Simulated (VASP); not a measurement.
Set up this calculation in VASP 6.6.1, as the native input.

| Property | Result |
| --- | --- |
| Task | single point |
| Functional | PBE |
| Potentials or basis | VASP PAW PBE potentials, release 64 (Mo_sv, Se) |
| Cutoff | 500 eV |
| k mesh | 5 × 5 × 4 |
| Occupations | fermi-dirac, width 0.03 eV |
| Spin | no spin polarisation |
| Dipole correction | no |
| Further INCAR settings | ALGO = Normal; EDIFF = 1e-06; NBANDS = 17 |

The structure of MoSe lies in POSCAR:

```
MoSe
1.0
    3.4706685900      0.0000000000      0.0000000000
   -1.7353343000      3.0056871700      0.0000000000
    0.0000000000      0.0000000000      4.3727953400
Mo Se
1 1
Direct
    0.6666666700      0.3333333300      0.0254445500
    0.3333333300      0.6666666700      0.1184304700
```

The input as run:

INCAR

```
SYSTEM = MoSe
PREC = Accurate
ENCUT = 500
EDIFF = 1E-6
ISMEAR = -1
SIGMA = 0.03
LREAL = .FALSE.
LASPH = .TRUE.
NELM = 120
ALGO = Normal
ISIF = 2
LWAVE = .FALSE.
LCHARG = .FALSE.
GGA = PE
NBANDS = 17
GGA_COMPAT = .FALSE.
```

KPOINTS

```
Automatic mesh
0
G
  5 5 4
  0 0 0
```

Potentials or basis: VASP PAW PBE potentials, release 64 (Mo_sv, Se).

Command:

```console
$ cat potpaw_PBE.64/Mo_sv/POTCAR potpaw_PBE.64/Se/POTCAR > POTCAR
$ mpirun -np 1 vasp_std > vasp.out
```

Results of the run:

```json
{
  "Pressure": "68.8 GPa",
  "Largest force": "6.490 eV/Å",
  "Band gap on the k mesh": "zero (band 10 reaches 6.05 eV, above the bottom of band 11 at 5.66 eV)"
}
```

Caveat: the k points lie up to 0.42 Å⁻¹ apart; forces of over 1 eV/Å act on the atoms, so gaps and moduli don't describe the material at rest.

Wall time 14 s on 1 thread of Intel(R) Xeon(R) Platinum 8375C CPU @ 2.90GHz (Ice Lake), with other jobs on the host, peak memory 0.16 GiB.
